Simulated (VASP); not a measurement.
Here is a VASP 6.6.1 calculation.

The input INCAR:

```
SYSTEM = HfOs
PREC = Accurate
ENCUT = 520
EDIFF = 1E-7
ISMEAR = 1
SIGMA = 0.15
LREAL = .FALSE.
LASPH = .TRUE.
NELM = 80
ALGO = Normal
ISIF = 2
LWAVE = .FALSE.
LCHARG = .FALSE.
GGA = CA
NBANDS = 16
```

The input KPOINTS:

```
regular mesh
0
G
  9 9 9
  0 0 0
```

Contents of POSCAR:

```
HfOs
1.0
    3.1728794061      0.0000000000      0.0000000000
    0.0000000000      3.1728794061      0.0000000000
    0.0000000000      0.0000000000      3.1728794061
Hf Os
1 1
Direct
    0.0000000000      0.0000000000      0.0000000000
    0.5000000000      0.5000000000      0.5000000000
```

Potentials or basis: VASP PAW LDA potentials, release 64 (Hf_pv, Os).

The run is started by

```sh
$ cat potpaw_LDA.64/Hf_pv/POTCAR potpaw_LDA.64/Os/POTCAR > POTCAR
$ mpirun -np 1 vasp_std > vasp.out
```

Q: What does it give for the pressure?

A: 6.7 GPa.

Q: Predict the band gap on the k mesh.

A: Zero (band 9 reaches 7.80 eV, above the bottom of band 10 at 6.93 eV).

Caveat: spin-orbit coupling is left out, which moves the levels of the heavy elements.
